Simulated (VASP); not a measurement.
# In4O (P4/mmm) in VASP: further runs

The runs below take In4O through single point, with PBE.

Everything below comes from runs of VASP 6.6.1. Logs are shortened: lines on timing, memory, paths and dates and some standing lists are left out, and cuts for length are marked.

## 1. The cell of the first run

Symmetry: P4/mmm, No. 123, tetragonal system. The conventional cell has a = 4.359 Å, b = 4.359 Å, c = 6.505 Å, α = 90.00°, β = 90.00°, γ = 90.00°. Within 3.6 Å of In (site symmetry 2mm) lie 2 O at 2.70 Å and 6 In at 3.08 to 3.30 Å. O (site symmetry 4/mmm) has 8 In at 2.70 Å within 3.6 Å.

The cell was generated, and may not be a known phase.

## 2. Single point, PBE, collinear spin, ferromagnetic start

The input, INCAR:

```
SYSTEM = In4O
PREC = Accurate ; ENCUT = 520
EDIFF = 1E-7 ; ISMEAR = 0
SIGMA = 0.1 ; LREAL = .FALSE.
LASPH = .TRUE. ; NELM = 150
ALGO = Normal ; ISIF = 2
LWAVE = .FALSE. ; LCHARG = .FALSE.
ISPIN = 2 ; MAGMOM = 0 0 0 0 1
LORBIT = 11 ; GGA = PE
NBANDS = 41
```

The input, KPOINTS:

```
Automatic mesh
0
G
  4 4 4
  0 0 0
```

The input, POSCAR:

```
In4O
1.0
    4.3593171949      0.0000000000      0.0000000000
    0.0000000000      4.3593171949      0.0000000000
    0.0000000000      0.0000000000      6.5054135030
In O
4 1
Direct
    0.0000000000      0.5000000000      0.7538022480
    0.5000000000      0.0000000000      0.7538022480
    0.0000000000      0.5000000000      0.2461977520
    0.5000000000      0.0000000000      0.2461977520
    0.0000000000      0.0000000000      0.0000000000
```

Potentials or basis: VASP PAW PBE potentials, release 64 (In_d, O).

Launch:

```bash
$ cat potpaw_PBE.64/In_d/POTCAR potpaw_PBE.64/O/POTCAR > POTCAR
$ mpirun -np 1 vasp_std > vasp.out
```

OUTCAR:

```text
SYSTEM = In4O
   PREC = Accurate
   ENCUT = 520
   EDIFF = 1E-7
   ISMEAR = 0
   LREAL = .FALSE.
   LASPH = .TRUE.
   NELM = 150
   ISIF = 2
   ISPIN = 2
   LORBIT = 11
   GGA = PE

 ion  position               nearest neighbor table
   1  0.000  0.500  0.754-   5 2.70   5 2.70   2 3.08   2 3.08   2 3.08   2 3.08   3 3.20   3 3.30

   2  0.500  0.000  0.754-   5 2.70   5 2.70   1 3.08   1 3.08   1 3.08   1 3.08   4 3.20   4 3.30

   3  0.000  0.500  0.246-   5 2.70   5 2.70   4 3.08   4 3.08   4 3.08   4 3.08   1 3.20   1 3.30

   4  0.500  0.000  0.246-   5 2.70   5 2.70   3 3.08   3 3.08   3 3.08   3 3.08   2 3.20   2 3.30

   5  0.000  0.000  0.000-   1 2.70   2 2.70   3 2.70   4 2.70   1 2.70   3 2.70   2 2.70   4 2.70

  LATTYP: Found a simple tetragonal cell.
 ALAT       =     4.3593171949
 C/A-ratio  =     1.4923010215

  Lattice vectors:

 A1 = (   4.3593171949,   0.0000000000,   0.0000000000)
 A2 = (   0.0000000000,   4.3593171949,   0.0000000000)
 A3 = (   0.0000000000,   0.0000000000,   6.5054135030)

Analysis of symmetry for initial positions (statically):
=====================================================================
 Subroutine PRICEL returns:
 Original cell was already a primitive cell.

 Routine SETGRP: Setting up the symmetry group for a
 simple tetragonal supercell.

 Subroutine GETGRP returns: Found 16 space group operations
 (whereof 16 operations were pure point group operations)
 out of a pool of 16 trial point group operations.

The static configuration has the point symmetry D_4h.

Analysis of symmetry for dynamics (positions and initial velocities):
=====================================================================
 Subroutine PRICEL returns:
 Original cell was already a primitive cell.

 Routine SETGRP: Setting up the symmetry group for a
 simple tetragonal supercell.

 Subroutine GETGRP returns: Found 16 space group operations
 (whereof 16 operations were pure point group operations)
 out of a pool of 16 trial point group operations.

The dynamic configuration has the point symmetry D_4h.

Analysis of structural, dynamic, and magnetic symmetry:
=====================================================================
 Subroutine PRICEL returns:
 Original cell was already a primitive cell.

 Routine SETGRP: Setting up the symmetry group for a
 simple tetragonal supercell.

 Subroutine GETGRP returns: Found 16 space group operations
 (whereof 16 operations were pure point group operations)
 out of a pool of 16 trial point group operations.

The overall configuration has the point symmetry D_4h.

 Subroutine INISYM returns: Found 16 space group operations
 (whereof 16 operations are pure point group operations),
 and found     1 'primitive' translations

----------------------------------------------------------------------------------------

                                     Primitive cell

  volume of cell :     123.6266

  direct lattice vectors                    reciprocal lattice vectors
     4.359317195  0.000000000  0.000000000     0.229393723  0.000000000  0.000000000
     0.000000000  4.359317195  0.000000000     0.000000000  0.229393723  0.000000000
     0.000000000  0.000000000  6.505413503     0.000000000  0.000000000  0.153718130

  length of vectors
     4.359317195  4.359317195  6.505413503     0.229393723  0.229393723  0.153718130

  position of ions in fractional coordinates (direct lattice)
     0.000000000  0.500000000  0.753802248
     0.500000000  0.000000000  0.753802248
     0.000000000  0.500000000  0.246197752
     0.500000000  0.000000000  0.246197752
     0.000000000  0.000000000  0.000000000

  ion indices of the primitive-cell ions
   primitive index   ion index
                 1           1
                 2           2
                 3           3
                 4           4
                 5           5

----------------------------------------------------------------------------------------

 KPOINTS: Automatic mesh

Automatic generation of k-mesh.
 Grid dimensions read from file:
 generate k-points for:    4    4    4

 Generating k-lattice:

  Cartesian coordinates                     Fractional coordinates (reciprocal lattice)
     0.057348431  0.000000000  0.000000000     0.250000000  0.000000000  0.000000000
     0.000000000  0.057348431  0.000000000     0.000000000  0.250000000  0.000000000
     0.000000000  0.000000000  0.038429533     0.000000000  0.000000000  0.250000000

  Length of vectors
     0.057348431  0.057348431  0.038429533

  Shift w.r.t. Gamma in fractional coordinates (k-lattice)
     0.000000000  0.000000000  0.000000000

 Subroutine IBZKPT returns following result:
 ===========================================

 Found     18 irreducible k-points:

 Following reciprocal coordinates:
            Coordinates               Weight
  0.000000  0.000000  0.000000      1.000000
  0.250000  0.000000  0.000000      4.000000
  0.500000  0.000000  0.000000      2.000000
  0.250000  0.250000  0.000000      4.000000
  0.500000  0.250000  0.000000      4.000000
  0.500000  0.500000  0.000000      1.000000
[... 10 lines left out ...]
  0.500000  0.250000  0.500000      4.000000
  0.500000  0.500000  0.500000      1.000000
   k-points           NKPTS =     18   k-points in BZ     NKDIM =     18   number of bands    NBANDS=     41
   number of dos      NEDOS =    301   number of ions     NIONS =      5
   total plane-waves  NPLWV =  49152
   dimension x,y,z NGX =    32 NGY =   32 NGZ =   48
   dimension x,y,z NGXF=    64 NGYF=   64 NGZF=   96
   ions per type =               4   1
   NGX,Y,Z   is equivalent  to a cutoff of  12.20, 12.20, 12.27 a.u.
   NGXF,Y,Z  is equivalent  to a cutoff of  24.41, 24.41, 24.53 a.u.
 SYSTEM =  In4O
   PREC   = accura    normal or accurate (medium, high low for compatibility)
   ISTART =      0    job   : 0-new  1-cont  2-samecut
   ICHARG =      2    charge: 1-file 2-atom 10-const
   ISPIN  =      2    spin polarized calculation?
   LNONCOLLINEAR =      F non collinear calculations
   LSORBIT =      F    spin-orbit coupling
   LASPH  =      T    aspherical Exc in radial PAW
   ENCUT  =  520.0 eV  38.22 Ry    6.18 a.u.   8.11  8.11 12.10*2*pi/ulx,y,z
   NELM   =    150;   NELMIN=  2; NELMDL= -5     # of ELM steps
   EDIFF  = 0.1E-06   stopping-criterion for ELM
   LREAL  =      F    real-space projection
   EDIFFG = 0.1E-05   stopping-criterion for IOM
   NSW    =      0    number of steps for IOM
   IBRION =     -1    ionic relax: 0-MD 1-quasi-New 2-CG
   NFREE  =      0    steps in history (QN), initial steepest desc. (CG)
   ISIF   =      2    stress and relaxation
   ISYM   =      2    0-nonsym 1-usesym 2-fastsym
   POTIM  = 0.5000    time-step for ionic-motion
   TEBEG  =    0.0;   TEEND  =   0.0 temperature during run
   PSTRESS=    0.0 pullay stress
   NELECT =      58.0000    total number of electrons
   NUPDOWN=      -1.0000    fix difference up-down
   EMIN   =  10.00;   EMAX   =-10.00  energy-range for DOS
   EFERMI =   0.00;   METHOD = LEGACY
   ISMEAR =     0;   SIGMA  =   0.10  broadening in eV -4-tet -1-fermi 0-gaus
   EFERMI_NEDOS =   21; number of points for ismear=-14 and -15
   IALGO  =     38    algorithm
   IMIX   =      4    mixing-type and parameters
     AMIX     =   0.40;   BMIX     =  1.00
     AMIX_MAG =   1.60;   BMIX_MAG =  1.00
  volume/ion in A,a.u.               =      24.73       166.85
  Fermi-wavevector in a.u.,A,eV,Ry     =   1.272077  2.403878 22.016689  1.618181
  Thomas-Fermi vector in A             =   2.404976
   LORBIT       =     11    0 simple, 1 ext, 2 COOP (PROOUT), +10 PAW based schemes
   GGA     = PE    functional components
   LHFCALC =     F    Hartree Fock is set to
   AEXX    =    0.0000 exact exchange contribution
   IVDW    =     0    specifies the selected vdW correction
   LEPSILON=     F    determine dielectric tensor
   LRPA    =     F    only Hartree local field effects (RPA)
 spin polarized calculation
 Gauss-broadening in eV      SIGMA  =   0.10
  energy-cutoff  :      520.00
  volume of cell :      123.63
 maximum number of plane-waves:      3368
   NGX = 17   NGY = 17   NGZ = 25

 number of electron      57.9999964 magnetization      -0.0000231

 number of electron      57.9999964 magnetization       0.0000044

 Free energy of the ion-electron system (eV)
  ---------------------------------------------------
  ext. energy  EPLUGINS =         0.00000000
  ---------------------------------------------------
  free energy    TOTEN  =       -15.94098009 eV

  energy without entropy =      -15.92812715  energy(sigma->0) =      -15.93455362

 E-fermi :   6.1741     XC(G=0):  -9.7753

 val. band max:        5.9302347401   @ k =   0.5000   0.2500   0.5000
 cond. band min:       6.1760386640   @ k =   0.2500   0.2500   0.2500
 fundamental gap:      0.2458039238
 Fermi energy:         6.1740784841

 spin component 1

 k-point     1 :       0.0000    0.0000    0.0000
  band No.  band energies     occupation
      1     -11.4253      1.00000
      2      -8.8127      1.00000
      3      -8.7859      1.00000
      4      -8.7355      1.00000
      5      -8.5930      1.00000
      6      -8.5442      1.00000
[... 33 lines left out ...]
     40      14.6275      0.00000
     41      15.2811      0.00000

 k-point     2 :       0.2500    0.0000    0.0000
  band No.  band energies     occupation
      1     -11.4154      1.00000
      2      -8.7043      1.00000
      3      -8.6890      1.00000
      4      -8.6783      1.00000
      5      -8.5231      1.00000
      6      -8.5171      1.00000
[... 693 lines left out ...]
     40      14.4327      0.00000
     41      14.5492      0.00000

 k-point    18 :       0.5000    0.5000    0.5000
  band No.  band energies     occupation
      1     -11.3953      1.00000
      2      -8.6465      1.00000
      3      -8.6465      1.00000
      4      -8.6288      1.00000
      5      -8.6288      1.00000
      6      -8.4896      1.00000
[... 33 lines left out ...]
     40      16.0800      0.00000
     41      17.0764      0.00000
 Fermi energy:         6.1740784841

 spin component 2

 k-point     1 :       0.0000    0.0000    0.0000
  band No.  band energies     occupation
      1     -11.4254      1.00000
      2      -8.8127      1.00000
      3      -8.7859      1.00000
      4      -8.7355      1.00000
      5      -8.5930      1.00000
      6      -8.5442      1.00000
[... 33 lines left out ...]
     40      14.6275      0.00000
     41      15.2809      0.00000

 k-point     2 :       0.2500    0.0000    0.0000
  band No.  band energies     occupation
      1     -11.4154      1.00000
      2      -8.7043      1.00000
      3      -8.6890      1.00000
      4      -8.6783      1.00000
      5      -8.5231      1.00000
      6      -8.5171      1.00000
[... 693 lines left out ...]
     40      14.4327      0.00000
     41      14.5492      0.00000

 k-point    18 :       0.5000    0.5000    0.5000
  band No.  band energies     occupation
      1     -11.3953      1.00000
      2      -8.6465      1.00000
      3      -8.6465      1.00000
      4      -8.6288      1.00000
      5      -8.6288      1.00000
      6      -8.4896      1.00000
[... 33 lines left out ...]
     40      16.0800      0.00000
     41      17.0764      0.00000

------------------------ aborting loop because EDIFF is reached ----------------------------------------

  FORCE on cell =-STRESS in cart. coord.  units (eV):
  Direction    XX          YY          ZZ          XY          YZ          ZX
  --------------------------------------------------------------------------------------
  -------------------------------------------------------------------------------------
  Total        0.1693000      0.1693000     -0.0065714      0.0000000     -0.0000000     -0.0000000
  in kB        2.1940962      2.1940962     -0.0851636      0.0000000     -0.0000000     -0.0000000
  external PRESSURE =       1.4343429 kB  Pullay stress =       0.0000000 kB

 VOLUME and BASIS-vectors are now :
 -----------------------------------------------------------------------------
  energy-cutoff  :      520.00
  volume of cell :      123.63
      direct lattice vectors                 reciprocal lattice vectors
     4.359317195  0.000000000  0.000000000     0.229393723  0.000000000  0.000000000
     0.000000000  4.359317195  0.000000000     0.000000000  0.229393723  0.000000000
     0.000000000  0.000000000  6.505413503     0.000000000  0.000000000  0.153718130

 POSITION                                       TOTAL-FORCE (eV/Angst)
 -----------------------------------------------------------------------------------
      0.00000      2.17966      4.90380         0.000000      0.000000      0.008687
      2.17966      0.00000      4.90380        -0.000000     -0.000000      0.008687
      0.00000      2.17966      1.60162        -0.000000      0.000000     -0.008687
      2.17966      0.00000      1.60162        -0.000000     -0.000000     -0.008687
      0.00000      0.00000      0.00000        -0.000000     -0.000000      0.000000
 -----------------------------------------------------------------------------------
    total drift:                                0.000000      0.000000      0.000000

  FREE ENERGIE OF THE ION-ELECTRON SYSTEM (eV)
  ---------------------------------------------------
  free  energy   TOTEN  =       -15.9409800893 eV

  energy  without entropy=      -15.9281271450  energy(sigma->0) =      -15.93455362

 total charge

# of ion       s       p       d       tot
------------------------------------------
    1        1.022   0.439   9.852  11.312
    2        1.022   0.439   9.852  11.312
    3        1.022   0.439   9.852  11.312
    4        1.022   0.439   9.852  11.312
    5        1.609   3.216   0.000   4.825
--------------------------------------------------
tot          5.696   4.971  39.407  50.074

 magnetization (x)

# of ion       s       p       d       tot
------------------------------------------
    1        0.000   0.000   0.000   0.000
    2        0.000   0.000   0.000   0.000
    3        0.000   0.000   0.000   0.000
    4        0.000   0.000   0.000   0.000
    5        0.000   0.000   0.000   0.000
--------------------------------------------------
tot          0.000   0.000   0.000   0.000
```

Wall time 95 s (1 thread of Intel Xeon 6975P-C (Granite Rapids), shared host); peak memory 0.31 GiB.

Results:

```yaml
Free_energy: -15.9410 eV
Pressure: 0.1 GPa
Largest_force: 0.009 eV/Å
Band_gap_on_the_k_mesh: zero (filled and empty bands overlap)
Net_moment: 0.00 μB per cell
Valence_electrons_inside_the_program's_atomic_spheres: In 11.31; O 4.83
```

Forces on the atoms (eV/Å):
```
In   0.000  0.000  0.009
In   0.000  0.000  0.009
In   0.000  0.000 -0.009
In   0.000  0.000 -0.009
O    0.000  0.000  0.000
```

Levels at points of the mesh, in eV from the Fermi level:
Spin up:
```
           k point  band 27  band 28  band 29  band 30  band 31  band 32
(0.00, 0.00, 0.00)    -1.74    -1.56     0.95     0.95     1.64     1.64
(0.50, 0.00, 0.00)    -3.06    -0.88    -0.45     0.77     2.09     3.23
(0.50, 0.50, 0.00)    -2.52    -2.28    -2.28    -1.85    -0.94     1.75
(0.00, 0.00, 0.50)    -0.86    -0.58     0.45     0.45     0.99     1.88
(0.50, 0.00, 0.50)    -2.31    -1.57     2.42     2.55     2.87     2.96
(0.50, 0.50, 0.50)    -2.37    -2.20    -0.69    -0.69    -0.39     0.23
```
Spin down:
| k point | band 25 | band 26 | band 27 | band 28 | band 29 | band 30 | band 31 | band 32 | band 33 | band 34 |
| --- | --- | --- | --- | --- | --- | --- | --- | --- | --- | --- |
| (0.00, 0.00, 0.00) | -3.60 | -2.41 | -1.74 | -1.56 | 0.95 | 0.95 | 1.64 | 1.64 | 1.91 | 2.20 |
| (0.50, 0.00, 0.00) | -3.92 | -3.30 | -3.06 | -0.88 | -0.45 | 0.77 | 2.09 | 3.23 | 3.62 | 3.77 |
| (0.50, 0.50, 0.00) | -3.15 | -2.52 | -2.52 | -2.28 | -2.28 | -1.85 | -0.94 | 1.75 | 1.75 | 2.03 |
| (0.00, 0.00, 0.50) | -3.52 | -2.87 | -0.86 | -0.58 | 0.45 | 0.45 | 0.99 | 1.88 | 1.98 | 1.98 |
| (0.50, 0.00, 0.50) | -4.71 | -3.26 | -2.31 | -1.57 | 2.42 | 2.55 | 2.87 | 2.96 | 3.06 | 3.46 |
| (0.50, 0.50, 0.50) | -4.24 | -4.24 | -2.37 | -2.20 | -0.69 | -0.69 | -0.39 | 0.23 | 3.69 | 3.69 |

Caveat: the k points lie up to 0.36 Å⁻¹ apart, too coarse for converged energies and pressures of a metal; spin-orbit coupling is left out, which moves the levels of the heavy elements.

[end of part 1 of 2]

The gap in the log of VASP goes by the Fermi energy; the results here count the filled bands.